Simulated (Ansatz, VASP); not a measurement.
## Cu: VASP beside Ansatz

```
Cu
1.0
     2.56645    0.00000    0.00000
     0.00000    3.62951    0.00000
     0.00000    0.00000   18.56650
Cu
3
Direct
  0.00000 0.00000 0.43442
  0.50000 0.50000 0.50000
  0.00000 0.00000 0.56558
```

Alike in both runs: functional PBE; k mesh 16 × 11 × 1; occupations fermi-dirac, width 0.05 eV; no spin polarisation.

Ansatz relaxed the structure, and its values are those at the end. VASP's run is a single point on that final structure, the one shown.

|  | VASP | Ansatz |
| --- | --- | --- |
| version | VASP 6.6.1 | Ansatz 0.2.0 |
| potentials or method | VASP PAW PBE potentials, release 64 (Cu), cutoff 520 eV | all-electron LAPW, scalar-relativistic |

|  | VASP | Ansatz | Ansatz less VASP |
| --- | --- | --- | --- |
| rms of the force components (eV/Å) | 0.012 | 0.002 | -0.0097 |

Ansatz ran all-electron here, and VASP with PAW potentials.
